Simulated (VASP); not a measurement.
# Y4Pb3 (Pm-3m) in VASP: a series of runs, part 2 of 2

VASP 6.6.1. Earlier steps stand in the parts before.

**4. Single point, PBE**

This run uses another cell than the first one, of 33.99 Å³/atom.

File INCAR:

```
SYSTEM = Y4Pb3
  PREC = Accurate
  ENCUT = 520
  EDIFF = 1E-6
  ISMEAR = 0
  SIGMA = 0.1
  LREAL = .False.
  LASPH = .True.
  NELM = 100
  ALGO = Normal
  ISIF = 2
  LWAVE = .False.
  LCHARG = .False.
  GGA = PE
  NBANDS = 52
```

File KPOINTS:

```
regular mesh
0
Gamma
  4 4 4
  0 0 0
```

File POSCAR:

```
Y4Pb3
1.0
    6.1963318481      0.0000000000      0.0000000000
    0.0000000000      6.1963318481      0.0000000000
    0.0000000000      0.0000000000      6.1963318481
Y Pb
4 3
Direct
    0.5000000000      0.5000000000      0.5000000000
    0.5000000000      0.0000000000      0.0000000000
    0.0000000000      0.5000000000      0.0000000000
    0.0000000000      0.0000000000      0.5000000000
    0.5000000000      0.5000000000      0.0000000000
    0.0000000000      0.5000000000      0.5000000000
    0.5000000000      0.0000000000      0.5000000000
```

Potentials or basis: VASP PAW PBE potentials, release 64 (Y_sv, Pb_d).

On the command line:

```bash
$ cat potpaw_PBE.64/Y_sv/POTCAR potpaw_PBE.64/Pb_d/POTCAR > POTCAR
$ mpirun -np 1 vasp_std > vasp.out
```

OUTCAR:

```text
SYSTEM = Y4Pb3
   PREC = Accurate
   ENCUT = 520
   EDIFF = 1E-6
   ISMEAR = 0
   LREAL = .False.
   LASPH = .True.
   NELM = 100
   ISIF = 2
   GGA = PE

 ion  position               nearest neighbor table
   1  0.500  0.500  0.500-   5 3.10   6 3.10   7 3.10   5 3.10   7 3.10   6 3.10
   2  0.500  0.000  0.000-   5 3.10   7 3.10   7 3.10   5 3.10
   3  0.000  0.500  0.000-   5 3.10   6 3.10   6 3.10   5 3.10
   4  0.000  0.000  0.500-   6 3.10   7 3.10   6 3.10   7 3.10
   5  0.500  0.500  0.000-   1 3.10   2 3.10   3 3.10   1 3.10   2 3.10   3 3.10
   6  0.000  0.500  0.500-   1 3.10   3 3.10   4 3.10   3 3.10   4 3.10   1 3.10
   7  0.500  0.000  0.500-   1 3.10   2 3.10   4 3.10   2 3.10   1 3.10   4 3.10

  LATTYP: Found a simple cubic cell.
 ALAT       =     6.1963318481

  Lattice vectors:

 A1 = (   6.1963318481,   0.0000000000,   0.0000000000)
 A2 = (   0.0000000000,   6.1963318481,   0.0000000000)
 A3 = (   0.0000000000,   0.0000000000,   6.1963318481)

Analysis of symmetry for initial positions (statically):
=====================================================================
 Subroutine PRICEL returns:
 Original cell was already a primitive cell.

 Routine SETGRP: Setting up the symmetry group for a
 simple cubic supercell.

 Subroutine GETGRP returns: Found 48 space group operations
 (whereof 48 operations were pure point group operations)
 out of a pool of 48 trial point group operations.

The static configuration has the point symmetry O_h .

Analysis of symmetry for dynamics (positions and initial velocities):
=====================================================================
 Subroutine PRICEL returns:
 Original cell was already a primitive cell.

 Routine SETGRP: Setting up the symmetry group for a
 simple cubic supercell.

 Subroutine GETGRP returns: Found 48 space group operations
 (whereof 48 operations were pure point group operations)
 out of a pool of 48 trial point group operations.

The dynamic configuration has the point symmetry O_h .

 Subroutine INISYM returns: Found 48 space group operations
 (whereof 48 operations are pure point group operations),
 and found     1 'primitive' translations

----------------------------------------------------------------------------------------

                                     Primitive cell

  volume of cell :     237.9052

  direct lattice vectors                    reciprocal lattice vectors
     6.196331848  0.000000000  0.000000000     0.161385804  0.000000000  0.000000000
     0.000000000  6.196331848  0.000000000     0.000000000  0.161385804  0.000000000
     0.000000000  0.000000000  6.196331848     0.000000000  0.000000000  0.161385804

  length of vectors
     6.196331848  6.196331848  6.196331848     0.161385804  0.161385804  0.161385804

  position of ions in fractional coordinates (direct lattice)
     0.500000000  0.500000000  0.500000000
     0.500000000  0.000000000  0.000000000
     0.000000000  0.500000000  0.000000000
     0.000000000  0.000000000  0.500000000
     0.500000000  0.500000000  0.000000000
     0.000000000  0.500000000  0.500000000
     0.500000000  0.000000000  0.500000000

[... 39 lines left out ...]
  0.250000  0.000000  0.000000      6.000000
  0.500000  0.000000  0.000000      3.000000
  0.250000  0.250000  0.000000     12.000000
  0.500000  0.250000  0.000000     12.000000
  0.500000  0.500000  0.000000      3.000000
  0.250000  0.250000  0.250000      8.000000
  0.500000  0.250000  0.250000     12.000000
  0.500000  0.500000  0.250000      6.000000
  0.500000  0.500000  0.500000      1.000000
   k-points           NKPTS =     10   k-points in BZ     NKDIM =     10   number of bands    NBANDS=     52
   number of dos      NEDOS =    301   number of ions     NIONS =      7
   total plane-waves  NPLWV = 110592
   dimension x,y,z NGX =    48 NGY =   48 NGZ =   48
   dimension x,y,z NGXF=    96 NGYF=   96 NGZF=   96
   ions per type =               4   3
   NGX,Y,Z   is equivalent  to a cutoff of  12.88, 12.88, 12.88 a.u.
   NGXF,Y,Z  is equivalent  to a cutoff of  25.76, 25.76, 25.76 a.u.
 SYSTEM =  Y4Pb3
   PREC   = accura    normal or accurate (medium, high low for compatibility)
   ISTART =      0    job   : 0-new  1-cont  2-samecut
   ICHARG =      2    charge: 1-file 2-atom 10-const
   ISPIN  =      1    spin polarized calculation?
   LNONCOLLINEAR =      F non collinear calculations
   LSORBIT =      F    spin-orbit coupling
   LASPH  =      T    aspherical Exc in radial PAW
   ENCUT  =  520.0 eV  38.22 Ry    6.18 a.u.  11.52 11.52 11.52*2*pi/ulx,y,z
   NELM   =    100;   NELMIN=  2; NELMDL= -5     # of ELM steps
   EDIFF  = 0.1E-05   stopping-criterion for ELM
   LREAL  =      F    real-space projection
   EDIFFG = 0.1E-04   stopping-criterion for IOM
   NSW    =      0    number of steps for IOM
   IBRION =     -1    ionic relax: 0-MD 1-quasi-New 2-CG
   NFREE  =      0    steps in history (QN), initial steepest desc. (CG)
   ISIF   =      2    stress and relaxation
   ISYM   =      2    0-nonsym 1-usesym 2-fastsym
   POTIM  = 0.5000    time-step for ionic-motion
   TEBEG  =    0.0;   TEEND  =   0.0 temperature during run
   PSTRESS=    0.0 pullay stress
   NELECT =      86.0000    total number of electrons
   NUPDOWN=      -1.0000    fix difference up-down
   EMIN   =  10.00;   EMAX   =-10.00  energy-range for DOS
   EFERMI =   0.00;   METHOD = LEGACY
   ISMEAR =     0;   SIGMA  =   0.10  broadening in eV -4-tet -1-fermi 0-gaus
   EFERMI_NEDOS =   21; number of points for ismear=-14 and -15
   IALGO  =     38    algorithm
   IMIX   =      4    mixing-type and parameters
     AMIX     =   0.40;   BMIX     =  1.00
     AMIX_MAG =   1.60;   BMIX_MAG =  1.00
  volume/ion in A,a.u.               =      33.99       229.35
  Fermi-wavevector in a.u.,A,eV,Ry     =   1.166200  2.203798 18.504224  1.360022
  Thomas-Fermi vector in A             =   2.302716
   LORBIT       =      0    0 simple, 1 ext, 2 COOP (PROOUT), +10 PAW based schemes
   GGA     = PE    functional components
   LHFCALC =     F    Hartree Fock is set to
   AEXX    =    0.0000 exact exchange contribution
   IVDW    =     0    specifies the selected vdW correction
   LEPSILON=     F    determine dielectric tensor
   LRPA    =     F    only Hartree local field effects (RPA)
 non-spin polarized calculation
 Gauss-broadening in eV      SIGMA  =   0.10
  energy-cutoff  :      520.00
  volume of cell :      237.91
 maximum number of plane-waves:      6432
 NGX is ok and might be reduce to    48
   NGX = 23   NGY = 23   NGZ = 23

 number of electron      85.9999985 magnetization

 Free energy of the ion-electron system (eV)
  ---------------------------------------------------
  ext. energy  EPLUGINS =         0.00000000
  ---------------------------------------------------
  free energy    TOTEN  =       -38.04090826 eV

  energy without entropy =      -37.98397793  energy(sigma->0) =      -38.01244310

 E-fermi :   3.9195     XC(G=0):  -9.2920

 val. band max:        3.9089531429   @ k =   0.5000   0.5000   0.5000
 cond. band min:       3.9275119897   @ k =   0.5000   0.5000   0.2500
 fundamental gap:      0.0185588468
 Fermi energy:         3.9194693772

 k-point     1 :       0.0000    0.0000    0.0000
  band No.  band energies     occupation
      1     -39.2927      2.00000
      2     -39.2887      2.00000
      3     -39.2887      2.00000
      4     -38.5656      2.00000
      5     -19.3788      2.00000
      6     -19.3788      2.00000
[... 539 lines left out ...]
     51       6.7626      0.00000
     52       6.7647      0.00000

------------------------ aborting loop because EDIFF is reached ----------------------------------------

  FORCE on cell =-STRESS in cart. coord.  units (eV):
  Direction    XX          YY          ZZ          XY          YZ          ZX
  --------------------------------------------------------------------------------------
  -------------------------------------------------------------------------------------
  Total        0.5094732      0.5094732      0.5094732     -0.0000000      0.0000000     -0.0000000
  in kB        3.4310569      3.4310569      3.4310569     -0.0000000      0.0000000     -0.0000000
  external PRESSURE =       3.4310569 kB  Pullay stress =       0.0000000 kB

 VOLUME and BASIS-vectors are now :
 -----------------------------------------------------------------------------
  energy-cutoff  :      520.00
  volume of cell :      237.91
      direct lattice vectors                 reciprocal lattice vectors
     6.196331848  0.000000000  0.000000000     0.161385804  0.000000000  0.000000000
     0.000000000  6.196331848  0.000000000     0.000000000  0.161385804  0.000000000
     0.000000000  0.000000000  6.196331848     0.000000000  0.000000000  0.161385804

 POSITION                                       TOTAL-FORCE (eV/Angst)
 -----------------------------------------------------------------------------------
      3.09817      3.09817      3.09817         0.000000      0.000000      0.000000
      3.09817      0.00000      0.00000         0.000000      0.000000      0.000000
      0.00000      3.09817      0.00000         0.000000      0.000000      0.000000
      0.00000      0.00000      3.09817         0.000000      0.000000      0.000000
      3.09817      3.09817      0.00000         0.000000      0.000000      0.000000
      0.00000      3.09817      3.09817         0.000000      0.000000      0.000000
      3.09817      0.00000      3.09817         0.000000      0.000000      0.000000
 -----------------------------------------------------------------------------------
    total drift:                                0.000000      0.000000      0.000000

  FREE ENERGIE OF THE ION-ELECTRON SYSTEM (eV)
  ---------------------------------------------------
  free  energy   TOTEN  =       -38.0409082602 eV

  energy  without entropy=      -37.9839779309  energy(sigma->0) =      -38.01244310
```

Wall time 4.2 min (1 thread of Intel Xeon Platinum 8375C at 2.90GHz (Ice Lake), shared host); peak memory 0.37 GiB.

What came out:

* Free energy: -38.0409 eV
* Pressure: 0.3 GPa
* Band gap on the k mesh: zero (bands 43 and 44 overlap by 0.68 eV)

Levels at points of the mesh, in eV from the Fermi level:
| k point | band 40 | band 41 | band 42 | band 43 | band 44 | band 45 | band 46 | band 47 |
| --- | --- | --- | --- | --- | --- | --- | --- | --- |
| (0.00, 0.00, 0.00) | 0.08 | 0.08 | 0.63 | 0.63 | 0.63 | 1.49 | 1.49 | 1.49 |
| (0.50, 0.00, 0.00) | -0.90 | -0.90 | -0.14 | 0.60 | 0.60 | 0.63 | 0.68 | 1.32 |
| (0.50, 0.50, 0.00) | -1.04 | -1.04 | -0.67 | -0.46 | 0.14 | 0.47 | 1.20 | 1.20 |
| (0.50, 0.50, 0.50) | -0.87 | -0.87 | -0.71 | -0.71 | -0.01 | 0.98 | 0.98 | 0.98 |

Caveat: spin-orbit coupling is left out, which moves the levels of the heavy elements.

**5. Overview**

```tsv
task	cell	k mesh	cutoff (eV)	gap on the mesh (eV)	pressure (GPa)
single point	a = 6.206 Å, 7 atoms	6 × 6 × 6	520	none	-0.1
relaxation of cell and atoms	relaxed from a = 6.196 Å, 7 atoms	6 × 6 × 6	600	none	0.0
single point	a = 6.196 Å, 7 atoms	4 × 4 × 4	520	none	0.3
```

Alike in all rows: level PBE; potentials or basis VASP PAW PBE potentials, release 64 (Y_sv, Pb_d); no spin polarisation; smearing gaussian 0.1 eV.

Caveats: spin-orbit coupling is left out, which moves the levels of the heavy elements.

Absolute energies hang on the potentials; compare differences alone.
